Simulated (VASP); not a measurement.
Runs of VASP 6.6.1 on CsPt. The structure is that of space group F-43m (No. 216), or close to it. The cells are those of the table. 

```csv
task,cell,k mesh,cutoff (eV),k mesh for the DOS,occupations for the DOS,gap on the mesh (eV),pressure (GPa),relaxed volume (Å³/atom)
single point,"a = 4.958 Å, angles 60.0°, 2 atoms",4 × 4 × 4,520,-,-,none,(a),-
single point,"a = 5.058 Å, angles 60.0°, 2 atoms",14 × 14 × 14,520,-,-,none,0.3,-
relaxation of cell and atoms,"relaxed from a = 5.058 Å, angles 60.0°, 2 atoms",14 × 14 × 14,600,-,-,none,0.0,48.67
relaxation of cell and atoms,"relaxed from a = 4.958 Å, angles 60.0°, 2 atoms",14 × 14 × 14,600,-,-,none,0.0,48.59
```

Alike in all rows: level PBE; potentials or basis VASP PAW PBE potentials, release 64 (Cs_sv, Pt); no spin polarisation; smearing gaussian 0.1 eV.

**Question.** Estimate the missing entries.

**Answer.** (a) 0.9.

Caveats: some runs use coarse meshes; spin-orbit coupling is left out, which moves the levels of the heavy elements.

A k mesh can miss the band edges, and the runs leave out spin-orbit coupling on Cs, Pt.

A gap of «none» marks levels without a gap at the run's occupations.
